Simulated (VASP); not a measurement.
# Y (Immm) in VASP: a series of runs

Runs on Y. Level: r2SCAN. Tasks: single point.

Program: VASP 6.6.1. These are calculated values, not measurements. Logs are shortened: lines on timing, memory, paths and dates and some standing lists are left out, and cuts for length are marked.

## (1) The cell of the first run

Symmetry: Immm, No. 71, orthorhombic system. The conventional cell has a = 3.488 Å, b = 3.541 Å, c = 4.970 Å, α = 90.00°, β = 90.00°, γ = 90.00°. Within 4.6 Å of Y (site symmetry mmm) lie 12 Y at 3.49 to 3.54 Å.

## (2) Single point, r2SCAN (strain +0.0150 x Voigt [0, 0, 0, 1, 0, 0])

File POSCAR:

```
Y
1.0
    0.0000000000      2.5036375000      2.5036375000
    2.4850000000      0.0186375000      2.4850000000
    2.4850000000      2.4850000000      0.0186375000
Y
1
Direct
    0.0000000000      0.0000000000      0.0000000000
```

File INCAR.step1:

```
ALGO = Normal
EDIFF = 1E-4
ENCUT = 520
GGA = PE
ISMEAR = 0
LASPH = T
LCHARG = F
LREAL = F
LWAVE = T
NBANDS = 12
NELM = 80
PREC = Accurate
SIGMA = 0.15
```

File INCAR.step2:

```
ALGO = Normal
EDIFF = 1E-6
ENCUT = 520
ISIF = 2
ISMEAR = 0
ISTART = 1
LASPH = T
LCHARG = F
LMIXTAU = T
LREAL = F
LWAVE = F
METAGGA = R2SCAN
NBANDS = 12
NELM = 80
PREC = Accurate
SIGMA = 0.15
```

File KPOINTS:

```
k-points
0
Gamma
  16 16 16
```

Potentials or basis: VASP PAW PBE potentials, release 64 (Y_sv).

Command:

```bash
cat potpaw_PBE.64/Y_sv/POTCAR > POTCAR
cp INCAR.step1 INCAR
mpirun -np 1 vasp_std > vasp.out
cp INCAR.step2 INCAR
mpirun -np 1 vasp_std > vasp.out
```

OUTCAR:

```text
EDIFF = 1E-6
   ENCUT = 520
   ISIF = 2
   ISMEAR = 0
   ISTART = 1
   LASPH = T
   LREAL = F
   METAGGA = R2SCAN
   NELM = 80
   PREC = Accurate

 ion  position               nearest neighbor table
   1  0.000  0.000  0.000-

  LATTYP: Found a body centered orthorhombic cell.
 ALAT       =     3.4879632972
 B/A-ratio  =     1.0151133501
 C/A-ratio  =     1.4249003147

  Lattice vectors:

 A1 = (  -2.4850000000,   2.4850000000,   0.0186375000)
 A2 = (  -2.4850000000,  -2.4850000000,  -0.0186375000)
 A3 = (   2.4850000000,   0.0186375000,   2.4850000000)

Analysis of symmetry for initial positions (statically):
=====================================================================
 Subroutine PRICEL returns:
 Original cell was already a primitive cell.

 Routine SETGRP: Setting up the symmetry group for a
 body centered orthorhombic supercell.

 Subroutine GETGRP returns: Found  8 space group operations
 (whereof  8 operations were pure point group operations)
 out of a pool of  8 trial point group operations.

The static configuration has the point symmetry D_2h.

Analysis of symmetry for dynamics (positions and initial velocities):
=====================================================================
 Subroutine PRICEL returns:
 Original cell was already a primitive cell.

 Routine SETGRP: Setting up the symmetry group for a
 body centered orthorhombic supercell.

 Subroutine GETGRP returns: Found  8 space group operations
 (whereof  8 operations were pure point group operations)
 out of a pool of  8 trial point group operations.

The dynamic configuration has the point symmetry D_2h.

 Subroutine INISYM returns: Found  8 space group operations
 (whereof  8 operations are pure point group operations),
 and found     1 'primitive' translations

----------------------------------------------------------------------------------------

                                     Primitive cell

  volume of cell :      30.6891

  direct lattice vectors                    reciprocal lattice vectors
     0.000000000  2.503637500  2.503637500    -0.201207243  0.199709423  0.199709423
     2.485000000  0.018637500  2.485000000     0.201207243 -0.202727701  0.202727701
     2.485000000  2.485000000  0.018637500     0.201207243  0.202727701 -0.202727701

  length of vectors
     3.540678108  3.514370122  3.514370122     0.346773791  0.350259042  0.350259042

  position of ions in fractional coordinates (direct lattice)
[... 83 lines left out ...]
   ISIF   =      2    stress and relaxation
   ISYM   =      2    0-nonsym 1-usesym 2-fastsym
   POTIM  = 0.5000    time-step for ionic-motion
   TEBEG  =    0.0;   TEEND  =   0.0 temperature during run
   PSTRESS=    0.0 pullay stress
   NELECT =      11.0000    total number of electrons
   NUPDOWN=      -1.0000    fix difference up-down
   EMIN   =  10.00;   EMAX   =-10.00  energy-range for DOS
   EFERMI =   0.00;   METHOD = LEGACY
   ISMEAR =     0;   SIGMA  =   0.15  broadening in eV -4-tet -1-fermi 0-gaus
   EFERMI_NEDOS =   21; number of points for ismear=-14 and -15
   IALGO  =     38    algorithm
   IMIX   =      4    mixing-type and parameters
     AMIX     =   0.40;   BMIX     =  1.00
     AMIX_MAG =   1.60;   BMIX_MAG =  1.00
  volume/ion in A,a.u.               =      30.69       207.10
  Fermi-wavevector in a.u.,A,eV,Ry     =   1.162905  2.197571 18.399804  1.352347
  Thomas-Fermi vector in A             =   2.299461
   LORBIT       =      0    0 simple, 1 ext, 2 COOP (PROOUT), +10 PAW based schemes
   METAGGA = R2SCAN    functional components
   LHFCALC =     F    Hartree Fock is set to
   AEXX    =    0.0000 exact exchange contribution
   IVDW    =     0    specifies the selected vdW correction
   LEPSILON=     F    determine dielectric tensor
   LRPA    =     F    only Hartree local field effects (RPA)
 non-spin polarized calculation
 Gauss-broadening in eV      SIGMA  =   0.15
  energy-cutoff  :      520.00
  volume of cell :       30.69
 maximum number of plane-waves:       869
   NGX = 13   NGY = 13   NGZ = 13

 number of electron      11.0000000 magnetization

 Free energy of the ion-electron system (eV)
  ---------------------------------------------------
  ext. energy  EPLUGINS =         0.00000000
  ---------------------------------------------------
  free energy    TOTEN  =       -20.20461969 eV

  energy without entropy =      -20.18827159  energy(sigma->0) =      -20.19644564

 E-fermi :   3.4393     XC(G=0): -10.3656

 val. band max:        3.4389361670   @ k =  -0.2500   0.3125   0.1250
 cond. band min:       3.4420442650   @ k =  -0.3750   0.1875   0.1250
 fundamental gap:      0.0031080980
 Fermi energy:         3.4392558342

 k-point     1 :       0.0000    0.0000    0.0000
  band No.  band energies     occupation
      1     -40.5930      2.00000
      2     -19.5839      2.00000
      3     -19.5788      2.00000
      4     -19.5732      2.00000
      5      -1.6400      2.00000
      6       5.4611      0.00000
      7       5.5468      0.00000
      8       5.6418      0.00000
      9       7.8438      0.00000
     10       7.8446      0.00000
     11      12.9039      0.00000
     12      16.5018      0.00000
[... 331 lines left out ...]
 k-point    24 :      -0.1250    0.0625   -0.0000
  band No.  band energies     occupation
      1     -40.5727      2.00000
      2     -19.7409      2.00000
      3     -19.6162      2.00000
      4     -19.5905      2.00000
      5      -0.9863      2.00000
      6       4.8231      0.00000
      7       5.7564      0.00000
      8       5.8806      0.00000
      9       7.3133      0.00000
     10       7.8449      0.00000
     11      14.2559      0.00000
     12      14.9922      0.00000

 [... further k-points ...]

------------------------ aborting loop because EDIFF is reached ----------------------------------------

  FORCE on cell =-STRESS in cart. coord.  units (eV):
  Direction    XX          YY          ZZ          XY          YZ          ZX
  --------------------------------------------------------------------------------------
  -------------------------------------------------------------------------------------
  Total        0.6633218      0.6643015      0.6643015      0.0000000     -0.0948799     -0.0000000
  in kB       34.6298079     34.6809588     34.6809588      0.0000000     -4.9533600     -0.0000000
  external PRESSURE =      34.6639085 kB  Pullay stress =       0.0000000 kB

 VOLUME and BASIS-vectors are now :
 -----------------------------------------------------------------------------
  energy-cutoff  :      520.00
  volume of cell :       30.69
      direct lattice vectors                 reciprocal lattice vectors
     0.000000000  2.503637500  2.503637500    -0.201207243  0.199709423  0.199709423
     2.485000000  0.018637500  2.485000000     0.201207243 -0.202727701  0.202727701
     2.485000000  2.485000000  0.018637500     0.201207243  0.202727701 -0.202727701

 POSITION                                       TOTAL-FORCE (eV/Angst)
 -----------------------------------------------------------------------------------
      0.00000      0.00000      0.00000         0.000000      0.000000     -0.000000
 -----------------------------------------------------------------------------------
    total drift:                               -0.000000     -0.000000     -0.000000

  FREE ENERGIE OF THE ION-ELECTRON SYSTEM (eV)
  ---------------------------------------------------
  free  energy   TOTEN  =       -20.2046196896 eV

  energy  without entropy=      -20.1882715915  energy(sigma->0) =      -20.19644564
```

OUTCAR.step1:

```text
EDIFF = 1E-4
   ENCUT = 520
   GGA = PE
   ISMEAR = 0
   LASPH = T
[... 577 lines left out ...]

 POSITION                                       TOTAL-FORCE (eV/Angst)
 -----------------------------------------------------------------------------------
      0.00000      0.00000      0.00000         0.000000      0.000000     -0.000000
 -----------------------------------------------------------------------------------
    total drift:                               -0.000000     -0.000000     -0.000000

  FREE ENERGIE OF THE ION-ELECTRON SYSTEM (eV)
  ---------------------------------------------------
  free  energy   TOTEN  =        -6.4038767901 eV

  energy  without entropy=       -6.3879069064  energy(sigma->0) =       -6.39589185
```

Wall time 16 min (1 thread of Intel Xeon 8259CL, shared host); peak memory 0.39 GiB.

What came out:

```
Free energy            : -20.2046 eV
Pressure               : 3.5 GPa
Band gap on the k mesh : zero (an odd number of electrons rules out a gap without spin polarisation)
```

Stress tensor (GPa, compression positive):
```
 3.46  0.00  0.00
 0.00  3.47 -0.50
 0.00 -0.50  3.47
```

Caveat: the cell differs from its parent crystal (strain +0.0150 x Voigt [0, 0, 0, 1, 0, 0]); the cell stands under pressure; the PAW data sets were made with another functional, which shifts forces and pressure a little.

## (3) Single point, r2SCAN (strain +0.0050 x Voigt [0, 0, 0, 1, 0, 0])

File POSCAR:

```
Y
1.0
    0.0000000000      2.4912125000      2.4912125000
    2.4850000000      0.0062125000      2.4850000000
    2.4850000000      2.4850000000      0.0062125000
Y
1
Direct
    0.0000000000      0.0000000000      0.0000000000
```

File INCAR.step1:

```
SYSTEM = Y
PREC = Accurate
ENCUT = 520
ISMEAR = 0
SIGMA = 0.15
LREAL = .False.
LASPH = .True.
NELM = 100
NBANDS = 12
GGA = PE
ALGO = Normal
EDIFF = 1E-4
LWAVE = .True.
LCHARG = .False.
```

File INCAR.step2:

```
SYSTEM = Y
PREC = Accurate
ENCUT = 520
EDIFF = 1E-7
ISMEAR = 0
SIGMA = 0.15
LREAL = .False.
LASPH = .True.
NELM = 100
ALGO = Normal
ISIF = 2
LWAVE = .False.
LCHARG = .True.
METAGGA = R2SCAN
LMIXTAU = .True.
LELF = .True.
LVHAR = .True.
NBANDS = 12
ISTART = 1
```

File KPOINTS:

```
Automatic mesh
0
Gamma
  16 16 16
  0 0 0
```

Potentials or basis: VASP PAW PBE potentials, release 64 (Y_sv).

Command:

```bash
cat potpaw_PBE.64/Y_sv/POTCAR > POTCAR
cp INCAR.step1 INCAR
mpirun -np 1 vasp_std > vasp.out
cp INCAR.step2 INCAR
mpirun -np 1 vasp_std > vasp.out
```

Wall time 16 min (1 thread of Intel Xeon 8259CL, shared host); peak memory 0.4 GiB.

Results (log left out):

* Free energy: -20.2053 eV
* Pressure: 3.4 GPa
* Band gap on the k mesh: zero (an odd number of electrons rules out a gap without spin polarisation)

Stress tensor (GPa, compression positive):
```
 3.41  0.00  0.00
 0.00  3.41 -0.16
 0.00 -0.16  3.41
```

Levels at points of the mesh, in eV from the Fermi level:
| k point | band 3 | band 4 | band 5 | band 6 | band 7 | band 8 |
| --- | --- | --- | --- | --- | --- | --- |
| (0.00, 0.00, 0.00) | -23.02 | -23.02 | -5.08 | 2.08 | 2.11 | 2.14 |
| (0.50, 0.00, 0.00) | -23.11 | -23.11 | -2.08 | 0.61 | 1.89 | 1.93 |
| (0.00, 0.50, 0.00) | -23.11 | -23.11 | -2.08 | 0.65 | 1.87 | 1.92 |
| (0.50, 0.50, 0.00) | -23.27 | -23.27 | -1.96 | -0.97 | 2.31 | 6.01 |
| (0.00, 0.50, 0.50) | -23.27 | -23.27 | -1.96 | -0.97 | 2.31 | 6.01 |

Caveat: the cell differs from its parent crystal (strain +0.0050 x Voigt [0, 0, 0, 1, 0, 0]); the cell stands under pressure; the PAW data sets were made with another functional, which shifts forces and pressure a little.
